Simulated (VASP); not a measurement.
Here is a VASP 6.6.1 calculation.

Contents of INCAR:

```
SYSTEM = Pt
PREC = Accurate
ENCUT = 500
EDIFF = 1E-6
ISMEAR = 0
SIGMA = 0.05
LREAL = .False.
LASPH = .True.
NELM = 120
ALGO = Normal
ISIF = 2
LWAVE = .False.
LCHARG = .False.
NBANDS = 11
GGA_COMPAT = .False.
```

KPOINTS

```
Automatic mesh
0
Gamma
  11 11 11
  0 0 0
```

Contents of POSCAR:

```
Pt
1.0
    0.0000000000      1.9447158429      1.9447158429
    1.9447158429      0.0000000000      1.9447158429
    1.9447158429      1.9447158429      0.0000000000
Pt
1
Direct
    0.0000000000      0.0000000000      0.0000000000
```

Potentials or basis: VASP PAW LDA potentials, release 64 (Pt).

The run is started by

```bash
$ cat potpaw_LDA.64/Pt/POTCAR > POTCAR
$ mpirun -np 1 vasp_std > vasp.out
```

Problem. Predict the band gap on the k mesh.

Solution. Zero (band 5 reaches 12.04 eV, above the bottom of band 6 at 9.83 eV).

Problem. Predict the pressure.

Solution. 1.4 GPa.

Caveat: spin-orbit coupling is left out, which moves the levels of the heavy elements.
